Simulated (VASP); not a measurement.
HfO2: single point with PBE

The system is HfO2.

```
CELL_PARAMETERS angstrom
-3.60484 -3.60484 0.00000
0.00000 0.00000 5.23992
-3.60484 7.20968 0.00000
ATOMIC_POSITIONS crystal
Hf 0.16554 0.50881 0.32829
Hf 0.83192 0.51296 0.65724
Hf 0.49615 0.48735 0.99584
Hf 0.66799 0.00625 0.34206
Hf 0.33656 0.99938 0.66444
Hf 0.99606 0.97923 0.00472
O 0.51424 0.68553 0.49321
O 0.15378 0.69509 0.84038
O 0.82207 0.70594 0.16022
O 0.32076 0.78994 0.17285
O 0.00846 0.82086 0.51234
O 0.66935 0.83545 0.83722
O 0.36440 0.28074 0.19353
O 0.05974 0.32973 0.52182
O 0.60696 0.35105 0.80676
O 0.57123 0.17110 0.53720
O 0.13606 0.19136 0.84367
O 0.83748 0.21044 0.16356
```

This cell differs from its parent crystal: dynamics (nve) at 1200 K, volume x 1.04, from the last frame before.

```json
{"Program": "VASP 6.6.1", "Task": "single point", "Functional": "PBE", "Potentials or basis": "VASP PAW PBE potentials, release 64 (Hf_pv, O)", "Cutoff": "520 eV", "k mesh": "2 × 2 × 2, shifted", "Occupations": "fermi-dirac, width 0.1034 eV", "Spin": "no spin polarisation"}
```

```json
{
  "Pressure": "2.3 GPa",
  "Largest force": "2.942 eV/Å",
  "Band gap on the k mesh": "4.78 eV, indirect (least direct gap 4.79 eV)"
}
```

Forces in eV/Å, atoms in the order of the input:
```
Hf   1.112 -0.935  0.031
Hf  -2.033  0.846 -1.397
Hf   0.246  1.613  0.559
Hf   1.463 -1.166 -0.692
Hf  -1.191  1.872  1.933
Hf  -1.470 -0.147  0.812
O    1.224  0.299  0.803
O   -0.670 -0.233 -0.184
O   -0.710  0.686 -0.508
O   -0.978  0.034  0.000
O    1.171 -0.816 -0.619
O    1.644  0.199 -0.928
O    0.178  0.206  0.812
O    0.653 -0.509 -0.575
O   -0.570  0.120 -0.451
O    0.737 -1.357  0.212
O   -0.491 -1.015  0.309
O   -0.316  0.303 -0.117
```

Stress tensor (GPa, compression positive):
```
 4.61 -0.18  1.00
-0.18 -0.30  0.77
 1.00  0.77  2.60
```

Levels at points of the mesh, in eV from the valence-band top:
```tsv
k point	band 62	band 63	band 64	band 65	band 66	band 67	band 68	band 69	band 70	band 71
(0.25, 0.25, 0.25)	-0.60	-0.42	-0.37	-0.28	-0.03	4.79	5.18	5.25	5.36	5.52
```

Wall time 3.8 min on 1 thread of Intel(R) Xeon(R) Platinum 8375C CPU @ 2.90GHz (Ice Lake), on a shared host, peak memory 0.33 GiB.

Caveat: the k points lie up to 0.65 Å⁻¹ apart; spin-orbit coupling is left out, which moves the levels of the heavy elements; forces of over 1 eV/Å act on the atoms, so gaps and moduli don't describe the material at rest. A k mesh can miss the band edges.
